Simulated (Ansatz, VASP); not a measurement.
## SiNi in VASP and in Ansatz

```
CELL_PARAMETERS angstrom
0.00000 3.36513 5.73334
5.18366 0.00000 5.73334
5.18366 3.36513 0.00000
ATOMIC_POSITIONS crystal
Si 0.25393 0.32576 0.49607
Si 0.75393 0.82576 0.99607
Si 0.24607 0.17424 0.00393
Si 0.74607 0.67424 0.50393
Si 0.17424 0.74607 0.57576
Si 0.67424 0.24607 0.07576
Si 0.32576 0.75393 0.92424
Si 0.82576 0.25393 0.42424
Ni 0.21577 0.47462 0.03423
Ni 0.71577 0.97462 0.53423
Ni 0.28423 0.02538 0.46577
Ni 0.78423 0.52538 0.96577
Ni 0.02538 0.78423 0.22462
Ni 0.52538 0.28423 0.72462
Ni 0.47462 0.71577 0.27538
Ni 0.97462 0.21577 0.77538
```

Alike in both runs: task single point; functional PBE; k mesh 4 × 4 × 4; occupations fermi-dirac, width 0.5 eV; no spin polarisation.

```csv
,VASP,Ansatz
version,VASP 6.6.1,Ansatz 0.2.0
potentials or method,"VASP PAW PBE potentials, release 64 (Si, Ni), cutoff 600 eV",plane-wave PAW DFT
valence electrons in the cell,112,176
```

VASP gave:

| Item | Value |
| --- | --- |
| rms of the force components (eV/Å) | 0.005 |

Which values does Ansatz return?

rms of the force components (eV/Å): 0.001.

Atom by atom the forces differ by 0.005 eV/Å (rms over components). The functional is the same, so the differences come from potentials, cutoffs and numerics. VASP's potentials hold 112 valence electrons a cell and Ansatz's 176, so a difference there can come from the potentials and not from the codes.
